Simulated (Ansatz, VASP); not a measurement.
**SiO2 in VASP and in Ansatz**

```
CELL_PARAMETERS angstrom
4.19475 0.00000 0.00000
0.00000 4.19475 0.00000
0.00000 0.00000 2.67837
ATOMIC_POSITIONS crystal
Si 0.00000 0.00000 0.00000
Si 0.50000 0.50000 0.50000
O 0.30607 0.30607 0.00000
O 0.69393 0.69393 0.00000
O 0.80607 0.19393 0.50000
O 0.19393 0.80607 0.50000
```

Alike in both runs: functional PBEsol; k mesh 8 × 8 × 11; occupations fermi-dirac, width 0.05 eV; no spin polarisation.

Ansatz relaxed the structure, and its values are those at the end. VASP's run is a single point on that final structure, the one shown.

|  | VASP | Ansatz |
| --- | --- | --- |
| version | VASP 6.6.1 | Ansatz 0.2.0 |
| potentials or method | VASP PAW PBE potentials, release 64 (Si, O) | PAW with Ansatz's default frozen-core files, scalar-relativistic |
| plane-wave cutoff (eV) | 520 | 420 |
| valence electrons in the cell | 32 | 32 |

```tsv
	VASP	Ansatz	Ansatz less VASP
pressure (GPa)	0.7	0.0	-0.69
rms of the force components (eV/Å)	0.017	0.000	-0.0167
```

VASP's potentials were made for PBE, not for PBEsol. With one functional, cell and mesh, what is left measures potentials, basis and numerics.
